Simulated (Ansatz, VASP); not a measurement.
**Two plane-wave programs on C**

```xyz
2
Lattice="2.6140 0.0000 0.0000 -1.3070 2.2638 0.0000 0.0000 0.0000 26.0024" Properties=species:S:1:pos:R:3 pbc="T T T"
C     1.3070    0.7546   13.1442
C     0.0000    1.5092   12.8582
```

Alike in both runs: task single point; functional PBE; dispersion D3(BJ); k mesh 21 × 21 × 1; occupations gaussian, width 0.1 eV; no spin polarisation.

```csv
,VASP,Ansatz
version,VASP 6.6.1,Ansatz 0.2.0
potentials or method,"VASP PAW PBE potentials, release 64 (C), cutoff 520 eV","scalar-relativistic, plane waves, PAW"
valence electrons in the cell,8,8
```

```tsv
	VASP	Ansatz	Ansatz less VASP
gap on the k mesh at the Fermi level (eV)	none	none	-
rms of the force components (eV/Å)	2.645	2.653	+0.0081
work function, face that differs most (eV)	4.93	4.93	+0.002
```

Atom by atom the forces differ by 0.008 eV/Å (rms over components). A gap of «none» marks a metal or a gap that the smearing closes.
